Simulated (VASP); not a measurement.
Write the native input for VASP 6.6.1 that does the following.

| Quantity | Value |
| --- | --- |
| Task | single point |
| Functional | PBE-based screened hybrid with 30 % exact exchange |
| Potentials or basis | VASP PAW PBE potentials, release 64 (Na_pv, H) |
| Cutoff | 520 eV |
| k mesh | 4 × 4 × 4 |
| Occupations | gaussian, width 0.01 eV |
| Spin | no spin polarisation |
| Dipole correction | no |
| Grid for exact exchange (PRECFOCK) | Normal |
| Share of exact exchange | 0.3 |
| Further INCAR settings | ALGO = Normal; EDIFF = 1e-07; NBANDS = 11 |
| Screening parameter | 0.1 1/Å |

Crystal: NaH.

```xyz
2
Lattice="0.0000 2.5969 2.5969 2.5969 0.0000 2.5969 2.5969 2.5969 0.0000" Properties=species:S:1:pos:R:3 pbc="T T T"
Na    0.0000    0.0000    0.0000
H     1.2985    1.2985    1.2985
```

One way to write it, as run:

POSCAR

```
NaH
1.0
    0.0000000000      2.5969210614      2.5969210614
    2.5969210614      0.0000000000      2.5969210614
    2.5969210614      2.5969210614      0.0000000000
Na H
1 1
Direct
    0.0000000000      0.0000000000      0.0000000000
    0.2500000000      0.2500000000      0.2500000000
```

INCAR.step1

```
SYSTEM = NaH
PREC     = Accurate       ! precision mode
ENCUT    = 520            ! plane-wave cutoff, eV
EDIFF    = 1E-5           ! SCF threshold, eV
ISMEAR   = 0              ! smearing method
SIGMA    = 0.01           ! smearing width, eV
LREAL    = .FALSE.        ! projectors in reciprocal space
LASPH    = .TRUE.         ! aspherical terms in the spheres
NELM     = 60             ! most SCF steps
ALGO     = Normal         ! electronic algorithm
ISIF     = 2              ! what is computed and relaxed
LWAVE    = .TRUE.         ! write WAVECAR
GGA      = PE             ! functional
NBANDS   = 11             ! bands
```

INCAR.step2

```
SYSTEM = NaH
PREC     = Accurate       ! precision mode
ENCUT    = 520            ! plane-wave cutoff, eV
EDIFF    = 1E-7           ! SCF threshold, eV
ISMEAR   = 0              ! smearing method
SIGMA    = 0.01           ! smearing width, eV
LREAL    = .FALSE.        ! projectors in reciprocal space
LASPH    = .TRUE.         ! aspherical terms in the spheres
NELM     = 60             ! most SCF steps
ALGO     = Normal         ! electronic algorithm
ISIF     = 2              ! what is computed and relaxed
LWAVE    = .FALSE.        ! write WAVECAR
LCHARG   = .TRUE.         ! write CHGCAR
GGA      = PE             ! functional
LHFCALC  = .TRUE.         ! exact exchange
AEXX     = 0.3            ! exact-exchange fraction
HFSCREEN = 0.1            ! screening, 1/A
PRECFOCK = Normal       
LELF     = .TRUE.         ! ELF
LVHAR    = .TRUE.       
ISTART   = 1            
NBANDS   = 11             ! bands
```

KPOINTS

```
Automatic mesh
0
G
  4 4 4
  0 0 0
```

Potentials or basis: VASP PAW PBE potentials, release 64 (Na_pv, H).

Run with:

```bash
$ cat potpaw_PBE.64/Na_pv/POTCAR potpaw_PBE.64/H/POTCAR > POTCAR
$ cp INCAR.step1 INCAR
$ mpirun -np 1 vasp_std > vasp.out
$ cp INCAR.step2 INCAR
$ mpirun -np 1 vasp_std > vasp.out
```

It gave:

```json
{
 "Pressure": "0.0 GPa",
 "Band gap on the k mesh": "5.24 eV (least direct gap 6.02 eV)"
}
```

Caveat: the k points lie up to 0.52 Å⁻¹ apart; the PAW data sets were made with another functional, which shifts forces and pressure a little.

Run time: 100 s on 1 thread of Intel(R) Xeon(R) Platinum 8488C (Sapphire Rapids) (shared host), peak memory 0.25 GiB.
